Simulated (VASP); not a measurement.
# TiO2 (P4_2nm) in VASP: notebook

The runs below take TiO2 through single point, with PBE.

Program: VASP 6.6.1. These are calculated values, not measurements. Logs are shortened: lines on timing, memory, paths and dates and some standing lists are left out, and cuts for length are marked.

## 1. The cell of the first run

Symmetry: P4_2nm, No. 102, tetragonal system. Conventional cell: a = 4.682 Å, b = 4.682 Å, c = 2.988 Å, α = 90.00°, β = 90.00°, γ = 90.00°. Within 2.5 Å of Ti (site symmetry 2mm) lie 6 O at 1.87 to 2.09 Å. Within 2.5 Å of O (site symmetry m) lie 3 Ti at 1.87 to 2.09 Å.

## 2. Single point, PBE

INCAR

```
SYSTEM = TiO2
PREC     = Accurate       ! precision mode
ENCUT    = 520            ! plane-wave cutoff, eV
EDIFF    = 1E-6           ! SCF threshold, eV
ISMEAR   = 0              ! smearing method
SIGMA    = 0.05           ! smearing width, eV
LREAL    = .False.        ! projectors in reciprocal space
LASPH    = .True.         ! aspherical terms in the spheres
NELM     = 60             ! most SCF steps
ALGO     = Normal         ! electronic algorithm
ISIF     = 2              ! what is computed and relaxed
LWAVE    = .False.        ! write WAVECAR
LCHARG   = .False.        ! write CHGCAR
GGA      = PE             ! functional
NBANDS   = 33             ! bands
```

KPOINTS

```
Automatic mesh
0
Gamma
  6 6 10
  0 0 0
```

POSCAR

```
TiO2
1.0
    4.6819400349      0.0000000000      0.0000000000
    0.0000000000      4.6819400349      0.0000000000
    0.0000000000      0.0000000000      2.9884637574
Ti O
2 4
Direct
    0.0000000000      0.0000000000      0.0196221979
    0.5000000000      0.5000000000      0.5196221979
    0.3050970583      0.3050970583     -0.0293535767
    0.1949029417      0.8050970583      0.4706464233
    0.6949029417      0.6949029417     -0.0293535767
    0.8050970583      0.1949029417      0.4706464233
```

Potentials or basis: VASP PAW PBE potentials, release 64 (Ti_sv, O).

Started as:

```sh
> cat potpaw_PBE.64/Ti_sv/POTCAR potpaw_PBE.64/O/POTCAR > POTCAR
> mpirun -np 1 vasp_std > vasp.out
```

OUTCAR:

```text
SYSTEM = TiO2
   PREC = Accurate
   ENCUT = 520
   EDIFF = 1E-6
   ISMEAR = 0
   LREAL = .False.
   LASPH = .True.
   NELM = 60
   ISIF = 2
   GGA = PE

 ion  position               nearest neighbor table
   1  0.000  0.000  0.020-   4 1.87   6 1.87   5 2.03   3 2.03   4 2.09   6 2.09
   2  0.500  0.500  0.520-   3 1.87   5 1.87   4 2.03   6 2.03   3 2.09   5 2.09
   3  0.305  0.305  0.971-   2 1.87   1 2.03   2 2.09
   4  0.195  0.805  0.471-   1 1.87   2 2.03   1 2.09
   5  0.695  0.695  0.971-   2 1.87   1 2.03   2 2.09
   6  0.805  0.195  0.471-   1 1.87   2 2.03   1 2.09

  LATTYP: Found a simple tetragonal cell.
 ALAT       =     4.6819400349
 C/A-ratio  =     0.6382960344

  Lattice vectors:

 A1 = (   4.6819400349,   0.0000000000,   0.0000000000)
 A2 = (   0.0000000000,   4.6819400349,   0.0000000000)
 A3 = (   0.0000000000,   0.0000000000,   2.9884637574)

Analysis of symmetry for initial positions (statically):
=====================================================================
 Subroutine PRICEL returns:
 Original cell was already a primitive cell.

 Routine SETGRP: Setting up the symmetry group for a
 simple tetragonal supercell.

 Subroutine GETGRP returns: Found  8 space group operations
 (whereof  4 operations were pure point group operations)
 out of a pool of 16 trial point group operations.

The static configuration has the point symmetry C_2v.
 The point group associated with its full space group is C_4v.

Analysis of symmetry for dynamics (positions and initial velocities):
=====================================================================
 Subroutine PRICEL returns:
 Original cell was already a primitive cell.

 Routine SETGRP: Setting up the symmetry group for a
 simple tetragonal supercell.

 Subroutine GETGRP returns: Found  8 space group operations
 (whereof  4 operations were pure point group operations)
 out of a pool of 16 trial point group operations.

The dynamic configuration has the point symmetry C_2v.
 The point group associated with its full space group is C_4v.

 Subroutine INISYM returns: Found  8 space group operations
 (whereof  4 operations are pure point group operations),
 and found     1 'primitive' translations

----------------------------------------------------------------------------------------

                                     Primitive cell

  volume of cell :      65.5088

  direct lattice vectors                    reciprocal lattice vectors
     4.681940035  0.000000000  0.000000000     0.213586674  0.000000000  0.000000000
     0.000000000  4.681940035  0.000000000     0.000000000  0.213586674  0.000000000
     0.000000000  0.000000000  2.988463757     0.000000000  0.000000000  0.334620086

  length of vectors
     4.681940035  4.681940035  2.988463757     0.213586674  0.213586674  0.334620086

  position of ions in fractional coordinates (direct lattice)
     0.000000000  0.000000000  0.019622198
     0.500000000  0.500000000  0.519622198
     0.305097058  0.305097058  0.970646423
     0.194902942  0.805097058  0.470646423
     0.694902942  0.694902942  0.970646423
     0.805097058  0.194902942  0.470646423

  ion indices of the primitive-cell ions
   primitive index   ion index
                 1           1
                 2           2
                 3           3
                 4           4
                 5           5
                 6           6

----------------------------------------------------------------------------------------

 KPOINTS: Automatic mesh

Automatic generation of k-mesh.
 Grid dimensions read from file:
 generate k-points for:    6    6   10

 Generating k-lattice:

  Cartesian coordinates                     Fractional coordinates (reciprocal lattice)
     0.035597779  0.000000000  0.000000000     0.166666667  0.000000000  0.000000000
     0.000000000  0.035597779  0.000000000     0.000000000  0.166666667  0.000000000
     0.000000000  0.000000000  0.033462009     0.000000000  0.000000000  0.100000000

  Length of vectors
     0.035597779  0.035597779  0.033462009

  Shift w.r.t. Gamma in fractional coordinates (k-lattice)
     0.000000000  0.000000000  0.000000000

 Subroutine IBZKPT returns following result:
 ===========================================

 Found     60 irreducible k-points:

 Following reciprocal coordinates:
            Coordinates               Weight
  0.000000  0.000000  0.000000      1.000000
  0.166667  0.000000  0.000000      4.000000
  0.333333  0.000000  0.000000      4.000000
  0.500000  0.000000  0.000000      2.000000
  0.166667  0.166667  0.000000      4.000000
  0.333333  0.166667  0.000000      8.000000
[... 16 lines left out ...]
  0.333333  0.000000  0.200000      8.000000
  0.500000  0.000000  0.200000      4.000000
 [... further k-points ...]
   k-points           NKPTS =     60   k-points in BZ     NKDIM =     60   number of bands    NBANDS=     33
   number of dos      NEDOS =    301   number of ions     NIONS =      6
   total plane-waves  NPLWV =  31104
   dimension x,y,z NGX =    36 NGY =   36 NGZ =   24
   dimension x,y,z NGXF=    72 NGYF=   72 NGZF=   48
   ions per type =               2   4
   NGX,Y,Z   is equivalent  to a cutoff of  12.78, 12.78, 13.35 a.u.
   NGXF,Y,Z  is equivalent  to a cutoff of  25.57, 25.57, 26.70 a.u.
 SYSTEM =  TiO2
   PREC   = accura    normal or accurate (medium, high low for compatibility)
   ISTART =      0    job   : 0-new  1-cont  2-samecut
   ICHARG =      2    charge: 1-file 2-atom 10-const
   ISPIN  =      1    spin polarized calculation?
   LNONCOLLINEAR =      F non collinear calculations
   LSORBIT =      F    spin-orbit coupling
   LASPH  =      T    aspherical Exc in radial PAW
   ENCUT  =  520.0 eV  38.22 Ry    6.18 a.u.   8.71  8.71  5.56*2*pi/ulx,y,z
   NELM   =     60;   NELMIN=  2; NELMDL= -5     # of ELM steps
   EDIFF  = 0.1E-05   stopping-criterion for ELM
   LREAL  =      F    real-space projection
   EDIFFG = 0.1E-04   stopping-criterion for IOM
   NSW    =      0    number of steps for IOM
   IBRION =     -1    ionic relax: 0-MD 1-quasi-New 2-CG
   NFREE  =      0    steps in history (QN), initial steepest desc. (CG)
   ISIF   =      2    stress and relaxation
   ISYM   =      2    0-nonsym 1-usesym 2-fastsym
   POTIM  = 0.5000    time-step for ionic-motion
   TEBEG  =    0.0;   TEEND  =   0.0 temperature during run
   PSTRESS=    0.0 pullay stress
   NELECT =      48.0000    total number of electrons
   NUPDOWN=      -1.0000    fix difference up-down
   EMIN   =  10.00;   EMAX   =-10.00  energy-range for DOS
   EFERMI =   0.00;   METHOD = LEGACY
   ISMEAR =     0;   SIGMA  =   0.05  broadening in eV -4-tet -1-fermi 0-gaus
   EFERMI_NEDOS =   21; number of points for ismear=-14 and -15
   IALGO  =     38    algorithm
   IMIX   =      4    mixing-type and parameters
     AMIX     =   0.40;   BMIX     =  1.00
     AMIX_MAG =   1.60;   BMIX_MAG =  1.00
  volume/ion in A,a.u.               =      10.92        73.68
  Fermi-wavevector in a.u.,A,eV,Ry     =   1.475895  2.789036 29.637093  2.178265
  Thomas-Fermi vector in A             =   2.590488
   LORBIT       =      0    0 simple, 1 ext, 2 COOP (PROOUT), +10 PAW based schemes
   GGA     = PE    functional components
   LHFCALC =     F    Hartree Fock is set to
   AEXX    =    0.0000 exact exchange contribution
   IVDW    =     0    specifies the selected vdW correction
   LEPSILON=     F    determine dielectric tensor
   LRPA    =     F    only Hartree local field effects (RPA)
 non-spin polarized calculation
 Gauss-broadening in eV      SIGMA  =   0.05
  energy-cutoff  :      520.00
  volume of cell :       65.51
 maximum number of plane-waves:      1803
 NGX is ok and might be reduce to    36
   NGX = 17   NGY = 17   NGZ = 11

 number of electron      48.0000010 magnetization

 Free energy of the ion-electron system (eV)
  ---------------------------------------------------
  ext. energy  EPLUGINS =         0.00000000
  ---------------------------------------------------
  free energy    TOTEN  =       -53.67097997 eV

  energy without entropy =      -53.67097997  energy(sigma->0) =      -53.67097997

 E-fermi :   4.5864     XC(G=0): -11.1395

 val. band max:        4.2293466054   @ k =   0.0000   0.0000   0.0000
 cond. band min:       6.2865773199   @ k =   0.5000   0.1667   0.5000
 fundamental gap:      2.0572307144
 Fermi energy:         4.5863819757

 k-point     1 :       0.0000    0.0000    0.0000
  band No.  band energies     occupation
      1     -52.5878      2.00000
      2     -52.5747      2.00000
      3     -28.8759      2.00000
      4     -28.8759      2.00000
      5     -28.7279      2.00000
      6     -28.7279      2.00000
[... 25 lines left out ...]
     32      10.5693      0.00000
     33      10.5711      0.00000

 k-point     2 :       0.1667    0.0000    0.0000
  band No.  band energies     occupation
      1     -52.5869      2.00000
      2     -52.5756      2.00000
      3     -28.8693      2.00000
      4     -28.8688      2.00000
      5     -28.7363      2.00000
      6     -28.7360      2.00000
[... 25 lines left out ...]
     32      10.4224      0.00000
     33      10.5720      0.00000

 k-point     3 :       0.3333    0.0000    0.0000
  band No.  band energies     occupation
      1     -52.5845      2.00000
      2     -52.5780      2.00000
      3     -28.8529      2.00000
      4     -28.8518      2.00000
      5     -28.7550      2.00000
      6     -28.7546      2.00000
[... 25 lines left out ...]
     32      10.0576      0.00000
     33      10.6084      0.00000

 k-point     4 :       0.5000    0.0000    0.0000
  band No.  band energies     occupation
      1     -52.5812      2.00000
      2     -52.5812      2.00000
      3     -28.8410      2.00000
      4     -28.8410      2.00000
      5     -28.7670      2.00000
      6     -28.7670      2.00000
[... 673 lines left out ...]
     32       9.9018      0.00000
     33      10.2539      0.00000

 k-point    23 :       0.3333    0.0000    0.2000
  band No.  band energies     occupation
      1     -52.5719      2.00000
      2     -52.5666      2.00000
      3     -28.8587      2.00000
      4     -28.8444      2.00000
      5     -28.8178      2.00000
      6     -28.8116      2.00000
[... 25 lines left out ...]
     32       9.4458      0.00000
     33      10.4243      0.00000

 k-point    24 :       0.5000    0.0000    0.2000
  band No.  band energies     occupation
      1     -52.5693      2.00000
      2     -52.5693      2.00000
      3     -28.8535      2.00000
      4     -28.8535      2.00000
      5     -28.8065      2.00000
      6     -28.8065      2.00000
[... 25 lines left out ...]
     32       9.1717      0.00000
     33      10.7578      0.00000

 [... further k-points ...]

------------------------ aborting loop because EDIFF is reached ----------------------------------------

  FORCE on cell =-STRESS in cart. coord.  units (eV):
  Direction    XX          YY          ZZ          XY          YZ          ZX
  --------------------------------------------------------------------------------------
  -------------------------------------------------------------------------------------
  Total       -0.8814423     -0.8814423     -0.7625330      0.0000000      0.0000000      0.0000000
  in kB      -21.5578174    -21.5578174    -18.6496018      0.0000000      0.0000000      0.0000000
  external PRESSURE =     -20.5884122 kB  Pullay stress =       0.0000000 kB

 VOLUME and BASIS-vectors are now :
 -----------------------------------------------------------------------------
  energy-cutoff  :      520.00
  volume of cell :       65.51
      direct lattice vectors                 reciprocal lattice vectors
     4.681940035  0.000000000  0.000000000     0.213586674  0.000000000  0.000000000
     0.000000000  4.681940035  0.000000000     0.000000000  0.213586674  0.000000000
     0.000000000  0.000000000  2.988463757     0.000000000  0.000000000  0.334620086

 POSITION                                       TOTAL-FORCE (eV/Angst)
 -----------------------------------------------------------------------------------
      0.00000      0.00000      0.05864         0.000000     -0.000000     -0.065169
      2.34097      2.34097      1.55287         0.000000     -0.000000     -0.065169
      1.42845      1.42845      2.90074        -0.078417     -0.078417      0.032584
      0.91252      3.76942      1.40651         0.078417     -0.078417      0.032584
      3.25349      3.25349      2.90074         0.078417      0.078417      0.032584
      3.76942      0.91252      1.40651        -0.078417      0.078417      0.032584
 -----------------------------------------------------------------------------------
    total drift:                               -0.000000      0.000000      0.001328

  FREE ENERGIE OF THE ION-ELECTRON SYSTEM (eV)
  ---------------------------------------------------
  free  energy   TOTEN  =       -53.6709799730 eV

  energy  without entropy=      -53.6709799730  energy(sigma->0) =      -53.67097997
```

Run time: 50 s. Hardware: 1 thread of Intel Xeon 6975P-C (Granite Rapids), shared host; peak memory 0.24 GiB.

What came out:

* Free energy: -53.6710 eV
* Pressure: -2.1 GPa
* Largest force: 0.116 eV/Å
* Band gap on the k mesh: 2.06 eV, indirect (least direct gap 2.33 eV)

Forces in eV/Å, atoms in the order of the input:
```
Ti   0.000  0.000 -0.065
Ti   0.000  0.000 -0.065
O   -0.078 -0.078  0.033
O    0.078 -0.078  0.033
O    0.078  0.078  0.033
O   -0.078  0.078  0.033
```

A k mesh can miss the band edges. A hybrid or GW would open this gap; PBE tends to underestimate it.

## 3. Single point, PBE

This run uses another cell than the first one, of 11.19 Å³/atom, 1.025 times its volume.

INCAR

```
PREC = Accurate
ENCUT = 520
EDIFF = 1E-6
ISMEAR = 0
SIGMA = 0.05
LREAL = F
LASPH = T
NELM = 60
ALGO = Normal
ISIF = 2
LWAVE = F
LCHARG = T
GGA = PE
LELF = T
LVHAR = T
NBANDS = 33
```

KPOINTS

```
Automatic mesh
0
Gamma
  6 6 10
```

POSCAR, as its differences from that of step 2:

```diff
@@ -2,5 +2,5 @@
 1.0
-    4.6819400349      0.0000000000      0.0000000000
-    0.0000000000      4.6819400349      0.0000000000
-    0.0000000000      0.0000000000      2.9884637574
+    4.7209445933      0.0000000000      0.0000000000
+    0.0000000000      4.7209445933      0.0000000000
+    0.0000000000      0.0000000000      3.0133602124
 Ti O
```

Potentials or basis: VASP PAW PBE potentials, release 64 (Ti_sv, O).

Started as:

```sh
> cat potpaw_PBE.64/Ti_sv/POTCAR potpaw_PBE.64/O/POTCAR > POTCAR
> mpirun -np 1 vasp_std > vasp.out
```

Wall time 48 s (1 thread of Intel Xeon 6975P-C (Granite Rapids), shared host); peak memory 0.24 GiB.

The run converged. Its results:

```yaml
Free_energy: -53.6262 eV
Pressure: -7.1 GPa
Largest_force: 0.119 eV/Å
Band_gap_on_the_k_mesh: 2.00 eV, indirect (least direct gap 2.26 eV)
```

Forces in eV/Å, atoms in the order of the input:
```
Ti   0.000  0.000  0.119
Ti   0.000  0.000  0.119
O    0.025  0.025 -0.059
O   -0.025  0.025 -0.059
O   -0.025 -0.025 -0.059
O    0.025 -0.025 -0.059
```

Stress tensor (GPa, compression positive):
```
-6.72  0.00  0.00
 0.00 -6.72  0.00
 0.00  0.00 -7.80
```

Levels at points of the mesh, in eV from the valence-band top:
```tsv
k point	band 21	band 22	band 23	band 24	band 25	band 26	band 27	band 28
(0.00, 0.00, 0.00)	-0.92	-0.55	-0.55	0.00	2.27	2.36	2.46	2.72
(0.50, 0.00, 0.00)	-1.44	-1.44	-0.65	-0.65	2.28	2.28	3.28	3.28
(0.50, 0.50, 0.00)	-1.40	-1.40	-1.10	-1.10	2.23	2.23	2.68	2.68
(0.00, 0.00, 0.50)	-2.04	-2.04	-1.28	-1.28	2.92	2.92	3.18	3.18
(0.50, 0.00, 0.50)	-1.77	-1.77	-0.94	-0.94	2.04	2.04	3.19	3.19
(0.50, 0.50, 0.50)	-1.38	-0.83	-0.58	-0.58	2.17	3.06	3.14	3.15
```
